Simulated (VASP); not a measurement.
# SiC (Pm) in VASP: a series of runs

The runs below take SiC through single point, with PBE.

Everything below comes from runs of VASP 6.6.1. Logs are shortened: lines on timing, memory, paths and dates and some standing lists are left out, and cuts for length are marked.

### Step 1. The cell of the first run

It takes space group Pm (No. 6, monoclinic). The conventional cell has a = 5.176 Å, b = 2.974 Å, c = 5.655 Å, α = 90.00°, β = 90.17°, γ = 90.00°. C (site symmetry m) has 4 Si at 1.86 to 1.91 Å within 2.5 Å. Within 2.2 Å of C (site symmetry m) lie 1 C at 1.62 Å and 3 Si at 1.93 to 1.96 Å. Within 2.3 Å of C (site symmetry m) lie 2 C at 1.75 Å and 2 Si at 1.87 to 2.03 Å. C (site symmetry m) has 3 C at 1.62 to 1.75 Å and 1 Si at 1.87 Å within 2.2 Å. Within 2.5 Å of Si (site symmetry m) lie 1 C at 1.87 Å and 3 Si at 2.25 to 2.27 Å. Si (site symmetry m) has 2 C at 1.86 to 1.87 Å and 2 Si at 2.27 Å within 2.5 Å. Si (site symmetry m) has 4 C at 1.91 to 2.03 Å within 2.5 Å. Si (site symmetry m) has 3 C at 1.88 to 1.96 Å and 1 Si at 2.25 Å within 2.5 Å.

### Step 2. Single point, PBE

Input file INCAR:

```
SYSTEM = SiC
PREC = Accurate
ENCUT = 520
EDIFF = 1E-6
ISMEAR = 0
SIGMA = 0.01
LREAL = .False.
LASPH = .True.
NELM = 100
ALGO = Normal
ISIF = 2
LWAVE = .False.
LCHARG = .False.
GGA = PE
NBANDS = 26
```

Input file KPOINTS:

```
regular mesh
0
Gamma
  12 8 8
  0 0 0
```

Input file POSCAR:

```
SiC
1.0
   -1.4868027112     -2.5752178368      0.0000000000
    0.0066283735     -0.0038268932     -5.1757374280
    4.8973591274     -2.8274916104     -0.0079988345
C Si
4 4
Direct
    0.0000000000      0.9481913371      0.3553924372
    0.5000000000      0.8984227982      0.8290881497
    0.0000000000      0.4578505585      0.6885900751
    0.5000000000      0.5859990567      0.8034674063
    0.5000000000      0.4425844135      0.1078150523
    0.0000000000      0.5894275231      0.3800097371
    0.0000000000      0.0657157790      0.6758552940
    0.5000000000      0.0118085339      0.1597818484
```

Potentials or basis: VASP PAW PBE potentials, release 64 (C, Si).

Launch:

```
> cat potpaw_PBE.64/C/POTCAR potpaw_PBE.64/Si/POTCAR > POTCAR
> mpirun -np 1 vasp_std > vasp.out
```

OUTCAR:

```text
SYSTEM = SiC
   PREC = Accurate
   ENCUT = 520
   EDIFF = 1E-6
   ISMEAR = 0
   LREAL = .False.
   LASPH = .True.
   NELM = 100
   ISIF = 2
   GGA = PE

 ion  position               nearest neighbor table
   1  0.000  0.948  0.355-   6 1.86   8 1.88   8 1.88   7 1.91
   2  0.500  0.898  0.829-   4 1.62   7 1.93   7 1.93   8 1.96
   3  0.000  0.458  0.689-   4 1.75   4 1.75   6 1.87   7 2.03
   4  0.500  0.586  0.803-   2 1.62   3 1.75   3 1.75   5 1.87
   5  0.500  0.443  0.108-   4 1.87   8 2.25   6 2.27   6 2.27   8 2.96
   6  0.000  0.589  0.380-   1 1.86   3 1.87   5 2.27   5 2.27   8 2.92   8 2.92   7 2.98
   7  0.000  0.066  0.676-   1 1.91   2 1.93   2 1.93   3 2.03   6 2.98   8 3.13   8 3.13
   8  0.500  0.012  0.160-   1 1.88   1 1.88   2 1.96   5 2.25   6 2.92   6 2.92   5 2.96   7 3.13
                             7 3.13

  LATTYP: Found a simple monoclinic cell.
 ALAT       =     5.1757430871
 B/A-ratio  =     0.5745272461
 C/A-ratio  =     1.0925945865
 COS(beta)  =    -0.0028932511

  Lattice vectors:

 A1 = (   0.0066283735,  -0.0038268932,  -5.1757374280)
 A2 = (  -1.4868027112,  -2.5752178368,   0.0000000000)
 A3 = (  -4.8973591274,   2.8274916104,   0.0079988345)

Analysis of symmetry for initial positions (statically):
=====================================================================
 Subroutine PRICEL returns:
 Original cell was already a primitive cell.

 Routine SETGRP: Setting up the symmetry group for a
 simple monoclinic supercell.

 Subroutine GETGRP returns: Found  2 space group operations
 (whereof  2 operations were pure point group operations)
 out of a pool of  4 trial point group operations.

The static configuration has the point symmetry C_1h.

Analysis of symmetry for dynamics (positions and initial velocities):
=====================================================================
 Subroutine PRICEL returns:
 Original cell was already a primitive cell.

 Routine SETGRP: Setting up the symmetry group for a
 simple monoclinic supercell.

 Subroutine GETGRP returns: Found  2 space group operations
 (whereof  2 operations were pure point group operations)
 out of a pool of  4 trial point group operations.

The dynamic configuration has the point symmetry C_1h.

 Subroutine INISYM returns: Found  2 space group operations
 (whereof  2 operations are pure point group operations),
 and found     1 'primitive' translations

----------------------------------------------------------------------------------------

                                     Primitive cell

  volume of cell :      87.0334

  direct lattice vectors                    reciprocal lattice vectors
    -1.486802711 -2.575217837  0.000000000    -0.168146048 -0.291237498 -0.000000000
     0.006628373 -0.003826893 -5.175737428    -0.000236676  0.000136645 -0.193209587
     4.897359127 -2.827491610 -0.007998834     0.153144082 -0.088417777  0.000261501

  length of vectors
     2.973605423  5.175743087  5.654988878     0.336292096  0.193209780  0.176835748

  position of ions in fractional coordinates (direct lattice)
     1.000000000  0.948191337  0.355392437
     0.500000000  0.898422798  0.829088150
     1.000000000  0.457850558  0.688590075
     0.500000000  0.585999057  0.803467406
     0.500000000  0.442584414  0.107815052
     1.000000000  0.589427523  0.380009737
     1.000000000  0.065715779  0.675855294
     0.500000000  0.011808534  0.159781848

  ion indices of the primitive-cell ions
   primitive index   ion index
                 1           1
                 2           2
                 3           3
                 4           4
                 5           5
                 6           6
                 7           7
                 8           8

----------------------------------------------------------------------------------------

 KPOINTS: regular mesh

Automatic generation of k-mesh.
 Grid dimensions read from file:
 generate k-points for:   12    8    8

 Generating k-lattice:

  Cartesian coordinates                     Fractional coordinates (reciprocal lattice)
    -0.014012171 -0.024269792 -0.000000000     0.083333333  0.000000000 -0.000000000
    -0.000029585  0.000017081 -0.024151198     0.000000000  0.125000000  0.000000000
     0.019143010 -0.011052222  0.000032688     0.000000000  0.000000000  0.125000000

  Length of vectors
     0.028024341  0.024151223  0.022104468

  Shift w.r.t. Gamma in fractional coordinates (k-lattice)
     0.000000000  0.000000000  0.000000000

 Subroutine IBZKPT returns following result:
 ===========================================

 Found    238 irreducible k-points:

 Following reciprocal coordinates:
            Coordinates               Weight
  0.000000  0.000000  0.000000      1.000000
  0.083333 -0.000000 -0.000000      2.000000
  0.166667  0.000000  0.000000      2.000000
  0.250000 -0.000000 -0.000000      2.000000
  0.333333 -0.000000  0.000000      2.000000
  0.416667  0.000000 -0.000000      2.000000
[... 16 lines left out ...]
  0.083333  0.375000 -0.000000      4.000000
  0.166667  0.375000  0.000000      4.000000
 [... further k-points ...]
   k-points           NKPTS =    238   k-points in BZ     NKDIM =    238   number of bands    NBANDS=     26
   number of dos      NEDOS =    301   number of ions     NIONS =      8
   total plane-waves  NPLWV =  40320
   dimension x,y,z NGX =    24 NGY =   40 NGZ =   42
   dimension x,y,z NGXF=    48 NGYF=   80 NGZF=   84
   ions per type =               4   4
   NGX,Y,Z   is equivalent  to a cutoff of  13.42, 12.85, 12.35 a.u.
   NGXF,Y,Z  is equivalent  to a cutoff of  26.84, 25.70, 24.69 a.u.
 SYSTEM =  SiC
   PREC   = accura    normal or accurate (medium, high low for compatibility)
   ISTART =      0    job   : 0-new  1-cont  2-samecut
   ICHARG =      2    charge: 1-file 2-atom 10-const
   ISPIN  =      1    spin polarized calculation?
   LNONCOLLINEAR =      F non collinear calculations
   LSORBIT =      F    spin-orbit coupling
   LASPH  =      T    aspherical Exc in radial PAW
   ENCUT  =  520.0 eV  38.22 Ry    6.18 a.u.   5.53  9.62 10.51*2*pi/ulx,y,z
   NELM   =    100;   NELMIN=  2; NELMDL= -5     # of ELM steps
   EDIFF  = 0.1E-05   stopping-criterion for ELM
   LREAL  =      F    real-space projection
[... 7 lines left out ...]
   TEBEG  =    0.0;   TEEND  =   0.0 temperature during run
   PSTRESS=    0.0 pullay stress
   NELECT =      32.0000    total number of electrons
   NUPDOWN=      -1.0000    fix difference up-down
   EMIN   =  10.00;   EMAX   =-10.00  energy-range for DOS
   EFERMI =   0.00;   METHOD = LEGACY
   ISMEAR =     0;   SIGMA  =   0.01  broadening in eV -4-tet -1-fermi 0-gaus
   EFERMI_NEDOS =   21; number of points for ismear=-14 and -15
   IALGO  =     38    algorithm
   IMIX   =      4    mixing-type and parameters
     AMIX     =   0.40;   BMIX     =  1.00
     AMIX_MAG =   1.60;   BMIX_MAG =  1.00
  volume/ion in A,a.u.               =      10.88        73.42
  Fermi-wavevector in a.u.,A,eV,Ry     =   1.172815  2.216299 18.714744  1.375495
  Thomas-Fermi vector in A             =   2.309238
   LORBIT       =      0    0 simple, 1 ext, 2 COOP (PROOUT), +10 PAW based schemes
   GGA     = PE    functional components
   LHFCALC =     F    Hartree Fock is set to
   AEXX    =    0.0000 exact exchange contribution
   IVDW    =     0    specifies the selected vdW correction
   LEPSILON=     F    determine dielectric tensor
   LRPA    =     F    only Hartree local field effects (RPA)
 non-spin polarized calculation
 Gauss-broadening in eV      SIGMA  =   0.01
  energy-cutoff  :      520.00
  volume of cell :       87.03
 maximum number of plane-waves:      2368
 NGX is ok and might be reduce to    24
   NGX = 11   NGY = 19   NGZ = 21

 number of electron      32.0000001 magnetization

 Free energy of the ion-electron system (eV)
  ---------------------------------------------------
  ext. energy  EPLUGINS =         0.00000000
  ---------------------------------------------------
  free energy    TOTEN  =       -54.81476553 eV

  energy without entropy =      -54.81472018  energy(sigma->0) =      -54.81474285

 E-fermi :   9.8307     XC(G=0): -11.2176

 val. band max:        9.8124485565   @ k =  -0.0000   0.2500   0.1250
 cond. band min:       9.8330593946   @ k =   0.0833   0.2500   0.2500
 fundamental gap:      0.0206108381
 Fermi energy:         9.8307052218

 k-point     1 :       0.0000    0.0000    0.0000
  band No.  band energies     occupation
      1      -8.0838      2.00000
      2      -5.3772      2.00000
      3      -3.9007      2.00000
      4      -2.3657      2.00000
      5      -1.2917      2.00000
      6      -0.3144      2.00000
[... 18 lines left out ...]
     25      15.2617      0.00000
     26      15.7375      0.00000

 k-point     2 :       0.0833   -0.0000   -0.0000
  band No.  band energies     occupation
      1      -7.9916      2.00000
      2      -5.2902      2.00000
      3      -3.8331      2.00000
      4      -2.2936      2.00000
      5      -1.2114      2.00000
      6      -0.2254      2.00000
[... 18 lines left out ...]
     25      15.6984      0.00000
     26      15.9146      0.00000

 k-point     3 :       0.1667    0.0000    0.0000
  band No.  band energies     occupation
      1      -7.7173      2.00000
      2      -5.0340      2.00000
      3      -3.6494      2.00000
      4      -2.0942      2.00000
      5      -0.9814      2.00000
      6       0.0316      2.00000
[... 18 lines left out ...]
     25      15.6769      0.00000
     26      16.0676      0.00000

 k-point     4 :       0.2500   -0.0000   -0.0000
  band No.  band energies     occupation
      1      -7.2683      2.00000
      2      -4.6290      2.00000
      3      -3.4301      2.00000
      4      -1.8302      2.00000
      5      -0.6501      2.00000
      6       0.4034      2.00000
[... 18 lines left out ...]
     25      15.4913      0.00000
     26      16.3314      0.00000

 k-point     5 :       0.3333   -0.0000    0.0000
  band No.  band energies     occupation
      1      -6.6617      2.00000
      2      -4.1703      2.00000
      3      -3.3513      2.00000
      4      -1.5911      2.00000
      5      -0.3736      2.00000
      6       0.6976      2.00000
[... 18 lines left out ...]
     25      15.4593      0.00000
     26      16.2904      0.00000

 k-point     6 :       0.4167    0.0000   -0.0000
  band No.  band energies     occupation
      1      -5.9423      2.00000
      2      -4.2139      2.00000
      3      -3.1664      2.00000
      4      -1.4262      2.00000
      5      -0.3868      2.00000
      6       0.9839      2.00000
[... 427 lines left out ...]
 k-point    21 :       0.5000    0.2500    0.0000
  band No.  band energies     occupation
      1      -5.2851      2.00000
      2      -4.4482      2.00000
      3      -3.1209      2.00000
      4      -2.0841      2.00000
      5       0.0027      2.00000
      6       0.4915      2.00000
[... 18 lines left out ...]
     25      15.2553      0.00000
     26      15.5515      0.00000

 k-point    22 :       0.0000    0.3750    0.0000
  band No.  band energies     occupation
      1      -7.6745      2.00000
      2      -6.0245      2.00000
      3      -4.3357      2.00000
      4      -2.0753      2.00000
      5      -1.3704      2.00000
      6      -0.3670      2.00000
[... 18 lines left out ...]
     25      15.0295      0.00000
     26      15.4334      0.00000

 k-point    23 :       0.0833    0.3750   -0.0000
  band No.  band energies     occupation
      1      -7.5850      2.00000
      2      -5.9321      2.00000
      3      -4.2639      2.00000
      4      -1.9878      2.00000
      5      -1.2943      2.00000
      6      -0.3056      2.00000
[... 18 lines left out ...]
     25      14.9945      0.00000
     26      15.3220      0.00000

 k-point    24 :       0.1667    0.3750    0.0000
  band No.  band energies     occupation
      1      -7.3189      2.00000
      2      -5.6575      2.00000
      3      -4.0626      2.00000
      4      -1.7453      2.00000
      5      -1.0826      2.00000
      6      -0.1460      2.00000
[... 18 lines left out ...]
     25      15.2108      0.00000
     26      15.6774      0.00000

 [... further k-points ...]

------------------------ aborting loop because EDIFF is reached ----------------------------------------

  FORCE on cell =-STRESS in cart. coord.  units (eV):
  Direction    XX          YY          ZZ          XY          YZ          ZX
  --------------------------------------------------------------------------------------
  -------------------------------------------------------------------------------------
  Total       -0.0468174     -0.0073514     -0.0194087      0.0341785      0.0032904     -0.0056993
  in kB       -0.8618498     -0.1353302     -0.3572909      0.6291845      0.0605723     -0.1049169
  external PRESSURE =      -0.4514903 kB  Pullay stress =       0.0000000 kB

 VOLUME and BASIS-vectors are now :
 -----------------------------------------------------------------------------
  energy-cutoff  :      520.00
  volume of cell :       87.03
      direct lattice vectors                 reciprocal lattice vectors
    -1.486802711 -2.575217837  0.000000000    -0.168146048 -0.291237498 -0.000000000
     0.006628373 -0.003826893 -5.175737428    -0.000236676  0.000136645 -0.193209587
     4.897359127 -2.827491610 -0.007998834     0.153144082 -0.088417777  0.000261501

 POSITION                                       TOTAL-FORCE (eV/Angst)
 -----------------------------------------------------------------------------------
      1.74677     -1.00850     -4.91043        -0.001949      0.001125      0.002027
      3.32290     -3.63529     -4.65663         0.007196     -0.004155     -0.013520
      3.37531     -1.94873     -2.37522        -0.004465      0.002578      0.008570
      3.19535     -3.56165     -3.03940         0.000105     -0.000061      0.008823
     -0.21246     -1.59415     -2.29156         0.016339     -0.009434      0.003059
      1.86495     -1.07673     -3.05376        -0.014822      0.008557      0.004642
      3.31034     -1.91123     -0.34553        -0.002596      0.001499      0.001060
      0.03919     -1.73944     -0.06240         0.000191     -0.000110     -0.014661
 -----------------------------------------------------------------------------------
    total drift:                                0.000325     -0.000188     -0.000257

  FREE ENERGIE OF THE ION-ELECTRON SYSTEM (eV)
  ---------------------------------------------------
  free  energy   TOTEN  =       -54.8147655287 eV

  energy  without entropy=      -54.8147201778  energy(sigma->0) =      -54.81474285
```

Run time: 10 min. Hardware: 1 thread of Intel Xeon 8259CL, shared host; peak memory 0.48 GiB.

Results:

```yaml
Free_energy: -54.8148 eV
Pressure: 0.0 GPa
Largest_force: 0.019 eV/Å
Band_gap_on_the_k_mesh: zero (bands 16 and 17 overlap by 1.57 eV)
```

Forces on the atoms (eV/Å):
```
C   -0.002  0.001  0.002
C    0.007 -0.004 -0.014
C   -0.004  0.003  0.009
C    0.000  0.000  0.009
Si   0.016 -0.009  0.003
Si  -0.015  0.009  0.005
Si  -0.003  0.001  0.001
Si   0.000  0.000 -0.015
```

### Step 3. Single point, PBE

This run uses another cell than the first one, of 11.06 Å³/atom.

Input file INCAR:

```
ALGO = Normal
EDIFF = 1E-6
ENCUT = 520
GGA = PE
ISIF = 2
ISMEAR = 0
LASPH = T
LCHARG = T
LELF = T
LREAL = F
LVHAR = T
LWAVE = F
NBANDS = 26
NELM = 60
PREC = Accurate
SIGMA = 0.01
```

Input file KPOINTS:

```
k-points
0
Gamma
  12 8 8
```

Input file POSCAR:

```
SiC
1.0
   -1.4810596546     -2.5652705709      0.0000000000
   -0.0451064107      0.0260421984     -5.3899463663
    4.7981097306     -2.7701899445      0.0544324664
Si C
4 4
Direct
    0.0000000000      0.9675001594      0.3294935455
    0.0000000000      0.3857886082      0.6554361006
    0.0000000000      0.5321807151      0.2844210824
    0.5000000000      0.6123159911      0.8776032520
    0.5000000000      0.9715112197      0.8673041605
    0.5000000000      0.3909505065      0.1364463805
    0.0000000000      0.0430650893      0.7148828544
    0.5000000000      0.0966877107      0.1344126240
```

Potentials or basis: VASP PAW PBE potentials, release 64 (Si, C).

Launch:

```
> cat potpaw_PBE.64/Si/POTCAR potpaw_PBE.64/C/POTCAR > POTCAR
> mpirun -np 1 vasp_std > vasp.out
```

It took 8.6 min on 1 thread of Intel Xeon 8259CL, shared host; peak memory 0.49 GiB.

Results (log left out):

| Item | Value |
| --- | --- |
| Free energy | -53.1669 eV |
| Pressure | -0.1 GPa |
| Largest force | 0.030 eV/Å |
| Band gap on the k mesh | zero (bands 16 and 17 overlap by 1.22 eV) |

Forces in eV/Å, atoms in the order of the input:
```
Si   0.002 -0.001  0.017
Si   0.000  0.000 -0.021
Si   0.000  0.000  0.003
Si  -0.010  0.006  0.010
C   -0.003  0.002  0.014
C    0.006 -0.004 -0.029
C   -0.005  0.003 -0.003
C    0.010 -0.006  0.009
```

Stress tensor (GPa, compression positive):
```
-0.06 -0.04  0.06
-0.04 -0.10 -0.04
 0.06 -0.04 -0.03
```

Levels at points of the mesh, in eV from the Fermi level:
```
           k point  band 12  band 13  band 14  band 15  band 16  band 17  band 18  band 19  band 20  band 21
(0.00, 0.00, 0.00)    -3.58    -2.35    -0.94    -0.67     0.33     0.90     1.67     2.25     2.51     3.51
(0.50, 0.00, 0.00)    -5.38    -5.34    -4.35    -4.27    -3.57     0.37     0.51     2.03     3.25     3.46
(0.00, 0.50, 0.00)    -3.68    -3.33    -1.22    -0.88    -0.51     1.11     1.66     2.03     2.33     2.57
(0.50, 0.50, 0.00)    -5.52    -5.08    -4.37    -3.55    -2.35     0.08     1.70     1.98     2.55     3.39
(0.00, 0.00, 0.50)    -3.79    -3.70    -2.47    -1.08     0.01     1.96     2.09     2.35     2.65     3.83
(0.50, 0.00, 0.50)    -5.42    -5.12    -4.06    -2.50    -2.08    -0.20     0.27     1.08     2.31     2.68
(0.00, 0.50, 0.50)    -4.07    -3.75    -3.65    -1.43     0.63     1.27     1.59     2.49     3.12     3.24
(0.50, 0.50, 0.50)    -4.76    -3.68    -2.97    -2.84    -2.12    -0.37     0.25     0.35     1.07     1.71
```
